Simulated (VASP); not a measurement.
A run of VASP 6.6.1:

INCAR

```
ALGO = Normal ; EDIFF = 1E-6
ENCUT = 520 ; GGA = PE
ISIF = 2 ; ISMEAR = 0
LASPH = True ; LCHARG = False
LREAL = Auto ; LWAVE = False
NBANDS = 84 ; NELM = 60
PREC = Accurate ; SIGMA = 0.1
```

KPOINTS

```
Automatic mesh
0
Gamma
  4 5 5
  0.5 0 0
```

File POSCAR:

```
Ta9N8
1.0
    0.0000000000      0.0000000000      5.7955432028
   -2.9501846797     -5.1098697569      0.0000000000
    5.9003693593      0.0000000000      0.0000000000
Ta N
9 8
Direct
    0.2551791865      0.1662204793      0.8330158355
    0.7448180177      0.1663735164      0.8330096474
    0.2726779777      0.1965858325      0.3600738160
    0.7274828006      0.1967095147      0.3601563338
    0.2766898535      0.6310346747      0.7998322719
    0.7232816413      0.6312321357      0.7999798129
    0.2508393000      0.6669843190      0.3336507936
    0.7493288977      0.6669598565      0.3337009314
    0.0000695362      0.8780080929      0.1146814687
   -0.0000093175     -0.0028172929      0.5232078329
    0.5000247429     -0.0045504095      0.4947223256
   -0.0000954181      0.1390225258      0.0384818495
    0.4999826416      0.0020460404     -0.0065997229
    0.0000093175      0.5077548203      0.5034183982
    0.5000376839      0.5194218495      0.4738129450
   -0.0000282976      0.4815114899     -0.0247262791
    0.5000537307      0.4918137095      0.0011982760
```

Potentials or basis: VASP PAW PBE potentials, release 64 (Ta_pv, N).

Run with:

```sh
$ cat potpaw_PBE.64/Ta_pv/POTCAR potpaw_PBE.64/N/POTCAR > POTCAR
$ mpirun -np 1 vasp_std > vasp.out
```

Hardware: 1 thread of Intel(R) Xeon(R) 6975P-C (Granite Rapids) (shared host).

Q: Estimate the wall time of this run.

A: Wall time 19 min on 1 thread of Intel(R) Xeon(R) 6975P-C (Granite Rapids), with other jobs on the host, peak memory 0.61 GiB. Counts: scf iterations 17, k points 50.
